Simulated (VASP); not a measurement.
# BaS (I4/mmm) in VASP: a series of runs, part 2 of 2

VASP 6.6.1. Earlier steps stand in the parts before.

### 3 Single point, r2SCAN (uniaxial x strain -3.8%)

File POSCAR:

```
BaS
1.0
    0.0000000000      3.2117958702      3.2117958702
    3.0913535251      0.0000000000      3.2117958702
    3.0913535251      3.2117958702      0.0000000000
Ba S
1 1
Direct
    0.0000000000      0.0000000000      0.0000000000
    0.5000000000      0.5000000000      0.5000000000
```

File INCAR.step1:

```
  ALGO = Normal
  EDIFF = 1E-4
  ENCUT = 520
  GGA = PE
  ISMEAR = 0
  LASPH = T
  LCHARG = F
  LREAL = F
  LWAVE = T
  NBANDS = 15
  NELM = 80
  PREC = Accurate
  SIGMA = 0.01
```

File INCAR.step2:

```
  ALGO = Normal
  EDIFF = 1E-6
  ENCUT = 520
  ISIF = 2
  ISMEAR = 0
  ISTART = 1
  LASPH = T
  LCHARG = T
  LELF = T
  LMIXTAU = T
  LREAL = F
  LVHAR = T
  LWAVE = F
  METAGGA = R2SCAN
  NBANDS = 15
  NELM = 80
  PREC = Accurate
  SIGMA = 0.01
```

File KPOINTS:

```
k-points
0
Gamma
  8 8 8
```

Potentials or basis: VASP PAW PBE potentials, release 64 (Ba_sv, S).

Started as:

```sh
$ cat potpaw_PBE.64/Ba_sv/POTCAR potpaw_PBE.64/S/POTCAR > POTCAR
$ cp INCAR.step1 INCAR
$ mpirun -np 1 vasp_std > vasp.out
$ cp INCAR.step2 INCAR
$ mpirun -np 1 vasp_std > vasp.out
```

OUTCAR:

```text
EDIFF = 1E-6
   ENCUT = 520
   ISIF = 2
   ISMEAR = 0
   ISTART = 1
   LASPH = T
   LREAL = F
   METAGGA = R2SCAN
   NELM = 80
   PREC = Accurate

 ion  position               nearest neighbor table
   1  0.000  0.000  0.000-   2 3.09   2 3.09   2 3.21   2 3.21   2 3.21   2 3.21
   2  0.500  0.500  0.500-   1 3.09   1 3.09   1 3.21   1 3.21   1 3.21   1 3.21

  LATTYP: Found a body centered tetragonal cell.
 ALAT       =     4.5421652792
 C/A-ratio  =     1.3611805538

  Lattice vectors:

 A1 = (  -3.0913535251,   0.0000000000,  -3.2117958702)
 A2 = (  -3.0913535251,   0.0000000000,   3.2117958702)
 A3 = (   3.0913535251,   3.2117958702,   0.0000000000)

Analysis of symmetry for initial positions (statically):
=====================================================================
 Subroutine PRICEL returns:
 Original cell was already a primitive cell.

 Routine SETGRP: Setting up the symmetry group for a
 body centered tetragonal supercell.

 Subroutine GETGRP returns: Found 16 space group operations
 (whereof 16 operations were pure point group operations)
 out of a pool of 16 trial point group operations.

The static configuration has the point symmetry D_4h.

Analysis of symmetry for dynamics (positions and initial velocities):
=====================================================================
 Subroutine PRICEL returns:
 Original cell was already a primitive cell.

 Routine SETGRP: Setting up the symmetry group for a
 body centered tetragonal supercell.

 Subroutine GETGRP returns: Found 16 space group operations
 (whereof 16 operations were pure point group operations)
 out of a pool of 16 trial point group operations.

The dynamic configuration has the point symmetry D_4h.

 Subroutine INISYM returns: Found 16 space group operations
 (whereof 16 operations are pure point group operations),
 and found     1 'primitive' translations

----------------------------------------------------------------------------------------

                                     Primitive cell
[... 116 lines left out ...]
   METAGGA = R2SCAN    functional components
   LHFCALC =     F    Hartree Fock is set to
   AEXX    =    0.0000 exact exchange contribution
   IVDW    =     0    specifies the selected vdW correction
   LEPSILON=     F    determine dielectric tensor
   LRPA    =     F    only Hartree local field effects (RPA)
 non-spin polarized calculation
 Gauss-broadening in eV      SIGMA  =   0.01
  energy-cutoff  :      520.00
  volume of cell :       63.78
 maximum number of plane-waves:      1747
 NGX is ok and might be reduce to    36
   NGX = 17   NGY = 17   NGZ = 17

 number of electron      15.9999999 magnetization

 Free energy of the ion-electron system (eV)
  ---------------------------------------------------
  ext. energy  EPLUGINS =         0.00000000
  ---------------------------------------------------
  free energy    TOTEN  =       -39.15982020 eV

  energy without entropy =      -39.15982020  energy(sigma->0) =      -39.15982020

 E-fermi :   1.5976     XC(G=0):  -9.1723

 val. band max:        1.4405941413   @ k =   0.0000   0.0000   0.0000
 cond. band min:       3.7322506426   @ k =   0.0000   0.5000   0.5000
 fundamental gap:      2.2916565013
 Fermi energy:         1.5976084058

 k-point     1 :       0.0000    0.0000    0.0000
  band No.  band energies     occupation
      1     -25.4062      2.00000
      2     -10.0459      2.00000
      3     -10.0363      2.00000
      4     -10.0363      2.00000
      5      -9.5018      2.00000
      6       1.2846      2.00000
      7       1.2846      2.00000
      8       1.4406      2.00000
      9       5.5546      0.00000
     10       5.5546      0.00000
     11       5.5810      0.00000
     12       5.8278      0.00000
     13       6.5820      0.00000
     14       6.9201      0.00000
[... 401 lines left out ...]
      2     -10.9914      2.00000
      3     -10.1520      2.00000
      4     -10.0628      2.00000
      5      -8.4950      2.00000
      6      -0.1033      2.00000
      7       0.4186      2.00000
      8       0.9727      2.00000
      9       5.8460      0.00000
     10       6.5792      0.00000
     11       7.6517      0.00000
     12       7.7987      0.00000
     13       8.5724      0.00000
     14       9.4951      0.00000
     15      12.1077      0.00000

 [... further k-points ...]
[... 5 lines left out ...]
  --------------------------------------------------------------------------------------
  -------------------------------------------------------------------------------------
  Total        2.2486749      0.5097793      0.5097793      0.0000000      0.0000000     -0.0000000
  in kB       56.4888480     12.8061393     12.8061393      0.0000000      0.0000000     -0.0000000
  external PRESSURE =      27.3670422 kB  Pullay stress =       0.0000000 kB

 VOLUME and BASIS-vectors are now :
 -----------------------------------------------------------------------------
  energy-cutoff  :      520.00
  volume of cell :       63.78
      direct lattice vectors                 reciprocal lattice vectors
     0.000000000  3.211795870  3.211795870    -0.161741449  0.155676145  0.155676145
     3.091353525  0.000000000  3.211795870     0.161741449 -0.155676145  0.155676145
     3.091353525  3.211795870  0.000000000     0.161741449  0.155676145 -0.155676145

 POSITION                                       TOTAL-FORCE (eV/Angst)
 -----------------------------------------------------------------------------------
      0.00000      0.00000      0.00000         0.000000     -0.000000      0.000000
      3.09135      3.21180      3.21180         0.000000      0.000000     -0.000000
 -----------------------------------------------------------------------------------
    total drift:                                0.000000      0.000000      0.000000

  FREE ENERGIE OF THE ION-ELECTRON SYSTEM (eV)
  ---------------------------------------------------
  free  energy   TOTEN  =       -39.1598201968 eV

  energy  without entropy=      -39.1598201968  energy(sigma->0) =      -39.15982020
```

OUTCAR.step1:

```text
EDIFF = 1E-4
   ENCUT = 520
   GGA = PE
   ISMEAR = 0
   LASPH = T
[... 654 lines left out ...]
 -----------------------------------------------------------------------------------
      0.00000      0.00000      0.00000         0.000000     -0.000000     -0.000000
      3.09135      3.21180      3.21180         0.000000      0.000000      0.000000
 -----------------------------------------------------------------------------------
    total drift:                                0.000000      0.000000      0.000000

  FREE ENERGIE OF THE ION-ELECTRON SYSTEM (eV)
  ---------------------------------------------------
  free  energy   TOTEN  =       -10.1479799323 eV

  energy  without entropy=      -10.1479799323  energy(sigma->0) =      -10.14797993
```

Run time: 1.7 min. Hardware: 1 thread of Intel Xeon Platinum 8559C (Emerald Rapids), shared host; peak memory 0.25 GiB.

What came out:

| Quantity | Value |
| --- | --- |
| Free energy | -39.1598 eV |
| Pressure | 2.7 GPa |
| Band gap on the k mesh | 2.29 eV, indirect (least direct gap 2.44 eV) |

Caveat: the cell differs from its parent crystal (uniaxial x strain -3.8%); the PAW data sets were made with another functional, which shifts forces and pressure a little; spin-orbit coupling is left out, which moves the levels of the heavy elements. A k mesh can miss the band edges.
